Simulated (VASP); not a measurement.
# GaAs (F-43m) in VASP: further runs

GaAs is run at these levels: r2SCAN; tasks: single point, relaxation of cell and atoms.

Everything below comes from runs of VASP 6.6.1. Logs are shortened: lines on timing, memory, paths and dates and some standing lists are left out, and cuts for length are marked.

## (1) The cell of the first run

The structure is cubic, space group F-43m (No. 216). The conventional cell has a = 5.667 Å, b = 5.667 Å, c = 5.667 Å, α = 90.00°, β = 90.00°, γ = 90.00°. Within 3.2 Å of Ga (site symmetry -43m) lie 4 As at 2.45 Å. Within 3.2 Å of As (site symmetry -43m) lie 4 Ga at 2.45 Å.

## (2) Single point, r2SCAN

File POSCAR:

```
GaAs
1.0
    2.8334300943      2.8334300943      0.0000000000
   -2.8334300943      2.8334300943      0.0000000000
    0.0000000000      2.8334300943      2.8334300943
Ga As
1 1
Direct
    0.0000000000      0.0000000000      0.0000000000
    0.7500000000      0.2500000000      0.5000000000
```

File INCAR.step1:

```
PREC = Accurate ; ENCUT = 520
ISMEAR = -1 ; SIGMA = 0.08
LREAL = F ; LASPH = T
NELM = 60 ; NBANDS = 16
GGA = PE ; ALGO = Normal
EDIFF = 1E-4 ; LWAVE = T
LCHARG = F
```

File INCAR.step2:

```
PREC = Accurate ; ENCUT = 520
EDIFF = 1E-7 ; ISMEAR = -1
SIGMA = 0.08 ; LREAL = F
LASPH = T ; NELM = 60
ALGO = Normal ; ISIF = 2
LWAVE = F ; LCHARG = F
METAGGA = R2SCAN ; LMIXTAU = T
NBANDS = 16 ; ISTART = 1
```

File KPOINTS:

```
Automatic mesh
0
Gamma
  12 12 12
```

Potentials or basis: VASP PAW PBE potentials, release 64 (Ga_d, As).

Started as:

```sh
$ cat potpaw_PBE.64/Ga_d/POTCAR potpaw_PBE.64/As/POTCAR > POTCAR
$ cp INCAR.step1 INCAR
$ mpirun -np 1 vasp_std > vasp.out
$ cp INCAR.step2 INCAR
$ mpirun -np 1 vasp_std > vasp.out
```

OUTCAR:

```text
PREC = Accurate
   ENCUT = 520
   EDIFF = 1E-7
   ISMEAR = -1
   LREAL = F
   LASPH = T
   NELM = 60
   ISIF = 2
   METAGGA = R2SCAN
   ISTART = 1

 ion  position               nearest neighbor table
   1  0.000  0.000  0.000-   2 2.45   2 2.45   2 2.45   2 2.45
   2  0.750  0.250  0.500-   1 2.45   1 2.45   1 2.45   1 2.45

  LATTYP: Found a face centered cubic cell.
 ALAT       =     5.6668601886

  Lattice vectors:

 A1 = (   0.0000000000,   2.8334300943,   2.8334300943)
 A2 = (   2.8334300943,   0.0000000000,   2.8334300943)
 A3 = (   2.8334300943,   2.8334300943,   0.0000000000)

Analysis of symmetry for initial positions (statically):
=====================================================================
 Subroutine PRICEL returns:
 Original cell was already a primitive cell.

 Routine SETGRP: Setting up the symmetry group for a
 face centered cubic supercell.

 Subroutine GETGRP returns: Found 24 space group operations
 (whereof 24 operations were pure point group operations)
 out of a pool of 48 trial point group operations.

The static configuration has the point symmetry T_d .

Analysis of symmetry for dynamics (positions and initial velocities):
=====================================================================
 Subroutine PRICEL returns:
 Original cell was already a primitive cell.

 Routine SETGRP: Setting up the symmetry group for a
 face centered cubic supercell.

 Subroutine GETGRP returns: Found 24 space group operations
 (whereof 24 operations were pure point group operations)
 out of a pool of 48 trial point group operations.

The dynamic configuration has the point symmetry T_d .

 Subroutine INISYM returns: Found 24 space group operations
 (whereof 24 operations are pure point group operations),
 and found     1 'primitive' translations

----------------------------------------------------------------------------------------

                                     Primitive cell

  volume of cell :      45.4954

  direct lattice vectors                    reciprocal lattice vectors
     2.833430094  2.833430094  0.000000000     0.176464562  0.176464562 -0.176464562
    -2.833430094  2.833430094  0.000000000    -0.176464562  0.176464562 -0.176464562
     0.000000000  2.833430094  2.833430094     0.000000000  0.000000000  0.352929124

  length of vectors
     4.007075267  4.007075267  4.007075267     0.305645587  0.305645587  0.352929124

  position of ions in fractional coordinates (direct lattice)
     0.000000000  0.000000000  0.000000000
[... 77 lines left out ...]
   NELM   =     60;   NELMIN=  2; NELMDL=  0     # of ELM steps
   EDIFF  = 0.1E-06   stopping-criterion for ELM
   LREAL  =      F    real-space projection
   EDIFFG = 0.1E-05   stopping-criterion for IOM
   NSW    =      0    number of steps for IOM
   IBRION =     -1    ionic relax: 0-MD 1-quasi-New 2-CG
   NFREE  =      0    steps in history (QN), initial steepest desc. (CG)
   ISIF   =      2    stress and relaxation
   ISYM   =      2    0-nonsym 1-usesym 2-fastsym
   POTIM  = 0.5000    time-step for ionic-motion
   TEBEG  =    0.0;   TEEND  =   0.0 temperature during run
   PSTRESS=    0.0 pullay stress
   NELECT =      18.0000    total number of electrons
   NUPDOWN=      -1.0000    fix difference up-down
   EMIN   =  10.00;   EMAX   =-10.00  energy-range for DOS
   EFERMI =   0.00;   METHOD = LEGACY
   ISMEAR =    -1;   SIGMA  =   0.08  broadening in eV -4-tet -1-fermi 0-gaus
   EFERMI_NEDOS =   21; number of points for ismear=-14 and -15
   IALGO  =     38    algorithm
   IMIX   =      4    mixing-type and parameters
     AMIX     =   0.40;   BMIX     =  1.00
     AMIX_MAG =   1.60;   BMIX_MAG =  1.00
  volume/ion in A,a.u.               =      22.75       153.51
  Fermi-wavevector in a.u.,A,eV,Ry     =   1.201830  2.271130 19.652203  1.444396
  Thomas-Fermi vector in A             =   2.337628
   LORBIT       =      0    0 simple, 1 ext, 2 COOP (PROOUT), +10 PAW based schemes
   METAGGA = R2SCAN    functional components
   LHFCALC =     F    Hartree Fock is set to
   AEXX    =    0.0000 exact exchange contribution
   IVDW    =     0    specifies the selected vdW correction
   LEPSILON=     F    determine dielectric tensor
   LRPA    =     F    only Hartree local field effects (RPA)
 non-spin polarized calculation
  energy-cutoff  :      520.00
  volume of cell :       45.50
 maximum number of plane-waves:      1245
 NGX is ok and might be reduce to    30
   NGX = 15   NGY = 15   NGZ = 15

 number of electron      17.9999990 magnetization

 Free energy of the ion-electron system (eV)
  ---------------------------------------------------
  ext. energy  EPLUGINS =         0.00000000
  ---------------------------------------------------
  free energy    TOTEN  =       -27.05680945 eV

  energy without entropy =      -27.05679643  energy(sigma->0) =      -27.05680294

 E-fermi :   4.1733     XC(G=0): -10.2227

 val. band max:        3.6121502494   @ k =   0.0000   0.0000   0.0000
 cond. band min:       4.5525459882   @ k =   0.0000   0.0000   0.0000
 fundamental gap:      0.9403957388
 Fermi energy:         4.1733207953

 k-point     1 :       0.0000    0.0000    0.0000
  band No.  band energies     occupation
      1     -11.6089      2.00000
      2     -11.6089      2.00000
      3     -11.6089      2.00000
      4     -11.5213      2.00000
      5     -11.5212      2.00000
      6      -9.5470      2.00000
[... 433 lines left out ...]
      3     -11.5810      2.00000
      4     -11.5281      2.00000
      5     -11.5149      2.00000
      6      -7.9459      2.00000
[... 8 lines left out ...]
     15      15.2154      0.00000
     16      16.0200      0.00000

 [... further k-points ...]

------------------------ aborting loop because EDIFF is reached ----------------------------------------

  FORCE on cell =-STRESS in cart. coord.  units (eV):
  Direction    XX          YY          ZZ          XY          YZ          ZX
  --------------------------------------------------------------------------------------
  -------------------------------------------------------------------------------------
  Total        0.0321026      0.0321026      0.0321026      0.0000000     -0.0000000      0.0000000
  in kB        1.1305330      1.1305330      1.1305330      0.0000000     -0.0000000      0.0000000
  external PRESSURE =       1.1305330 kB  Pullay stress =       0.0000000 kB

 VOLUME and BASIS-vectors are now :
 -----------------------------------------------------------------------------
  energy-cutoff  :      520.00
  volume of cell :       45.50
      direct lattice vectors                 reciprocal lattice vectors
     2.833430094  2.833430094  0.000000000     0.176464562  0.176464562 -0.176464562
    -2.833430094  2.833430094  0.000000000    -0.176464562  0.176464562 -0.176464562
     0.000000000  2.833430094  2.833430094     0.000000000  0.000000000  0.352929124

 POSITION                                       TOTAL-FORCE (eV/Angst)
 -----------------------------------------------------------------------------------
      0.00000      0.00000      0.00000         0.000000      0.000000      0.000000
      1.41672      4.25015      1.41672        -0.000000     -0.000000      0.000000
 -----------------------------------------------------------------------------------
    total drift:                               -0.000025     -0.000000     -0.000000

  FREE ENERGIE OF THE ION-ELECTRON SYSTEM (eV)
  ---------------------------------------------------
  free  energy   TOTEN  =       -27.0568094520 eV

  energy  without entropy=      -27.0567964331  energy(sigma->0) =      -27.05680294
```

OUTCAR.step1:

```text
PREC = Accurate
   ENCUT = 520
   ISMEAR = -1
   LREAL = F
   LASPH = T
   NELM = 60
[... 675 lines left out ...]
 -----------------------------------------------------------------------------------
      0.00000      0.00000      0.00000        -0.000000      0.000000      0.000000
      1.41672      4.25015      1.41672         0.000000     -0.000000      0.000000
 -----------------------------------------------------------------------------------
    total drift:                               -0.000002     -0.000000      0.000000

  FREE ENERGIE OF THE ION-ELECTRON SYSTEM (eV)
  ---------------------------------------------------
  free  energy   TOTEN  =        -8.2581140271 eV

  energy  without entropy=       -8.2579738821  energy(sigma->0) =       -8.25804395
```

OSZICAR.step1:

```text
N       E                     dE             d eps       ncg     rms          rms(c)
DAV:   1     0.849915003531E+02    0.84992E+02   -0.89114E+03  2352   0.155E+03
DAV:   2    -0.162518853094E+01   -0.86617E+02   -0.82336E+02  2608   0.317E+02
DAV:   3    -0.831604301435E+01   -0.66909E+01   -0.66691E+01  2824   0.673E+01
DAV:   4    -0.841462201759E+01   -0.98579E-01   -0.98570E-01  2880   0.909E+00
DAV:   5    -0.841593218011E+01   -0.13102E-02   -0.13102E-02  2832   0.952E-01    0.288E+00
DAV:   6    -0.827608259621E+01    0.13985E+00   -0.21058E-01  3576   0.785E+00    0.174E+00
DAV:   7    -0.825683241930E+01    0.19250E-01   -0.62454E-02  2864   0.179E+00    0.560E-01
DAV:   8    -0.825765427180E+01   -0.82185E-03   -0.10145E-02  2816   0.113E+00    0.107E-01
DAV:   9    -0.825804923463E+01   -0.39496E-03   -0.92923E-04  2848   0.358E-01    0.505E-02
DAV:  10    -0.825811402707E+01   -0.64792E-04   -0.60014E-05  2336   0.868E-02
   1 F= -.82581140E+01 E0= -.82580440E+01  d E =-.140145E-03
```

Run time: 4.7 min. Hardware: 1 thread of Intel Xeon 8259CL, shared host; peak memory 0.21 GiB.

What came out:

| Quantity | Value |
| --- | --- |
| Free energy | -27.0568 eV |
| Pressure | 0.1 GPa |
| Band gap on the k mesh | 0.94 eV |

Caveat: the PAW data sets were made with another functional, which shifts forces and pressure a little. A k mesh can miss the band edges.

(Part 1 of 2 ends here.)
